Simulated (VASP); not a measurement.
A run of VASP 6.6.1 is set up as follows.

Contents of INCAR:

```
SYSTEM = Bi3Sb2
PREC = Accurate ; ENCUT = 520
EDIFF = 1E-6 ; ISMEAR = 0
SIGMA = 0.1 ; LREAL = .False.
LASPH = .True. ; NELM = 60
ALGO = Fast ; ISIF = 2
LWAVE = .False. ; LCHARG = .False.
GGA = PE ; NBANDS = 36
```

KPOINTS

```
Automatic mesh
0
Gamma
  6 6 4
  0 0 0
```

POSCAR

```
Bi3Sb2
1.0
    5.1963101410      0.0000000000      0.0000000000
   -2.5981550705      4.5001365881      0.0000000000
    0.0000000000      0.0000000000      7.2839131348
Sb Bi
2 3
Direct
    0.3333333333      0.6666666667      0.2018592064
    0.6666666667      0.3333333333      0.7981407936
    0.0000000000      0.0000000000      0.0000000000
    0.3333333333      0.6666666667      0.6409989360
    0.6666666667      0.3333333333      0.3590010640
```

Potentials or basis: VASP PAW PBE potentials, release 64 (Sb, Bi_d).

Run with:

```console
$ cat potpaw_PBE.64/Sb/POTCAR potpaw_PBE.64/Bi_d/POTCAR > POTCAR
$ mpirun -np 1 vasp_std > vasp.out
```

Task: Predict the largest force.

Result: 0.019 eV/Å.

Task: Predict the pressure.

Result: 0.1 GPa.

Forces in eV/Å, atoms in the order of the input:
```
Sb   0.000  0.000 -0.019
Sb   0.000  0.000  0.019
Bi   0.000  0.000  0.000
Bi   0.000  0.000 -0.019
Bi   0.000  0.000  0.019
```
